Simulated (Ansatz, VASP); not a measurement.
# AsSe2: VASP beside Ansatz

```
As Se
1.0
     1.82405    1.05312    6.41283
    -1.82405    1.05312    6.41283
     0.00000   -2.10623    6.41283
As Se
1 2
Direct
  0.00000 0.00000 0.00000
  0.74887 0.74887 0.74887
  0.25113 0.25113 0.25113
```

Alike in both runs: functional PBE; k mesh 6 × 6 × 6; occupations gaussian, width 0.1 eV; no spin polarisation.

Ansatz relaxed the structure, and its values are those at the end. VASP's run is a single point on that final structure, the one shown.

```csv
,VASP,Ansatz
version,VASP 6.6.1,Ansatz 0.2.0
potentials or method,"VASP PAW PBE potentials, release 64 (As, Se), cutoff 520 eV","scalar-relativistic, plane waves, PAW"
valence electrons in the cell,17,47
```

|  | VASP | Ansatz | Ansatz less VASP |
| --- | --- | --- | --- |
| gap on the k mesh at the Fermi level (eV) | none | none | - |
| pressure (GPa) | 0.0 | -0.1 | -0.09 |
| rms of the force components (eV/Å) | 0.007 | 0.001 | -0.0056 |

A gap of «none» marks a metal or a gap that the smearing closes. VASP's potentials hold 17 valence electrons a cell and Ansatz's 47, so a difference there can come from the potentials and not from the codes.
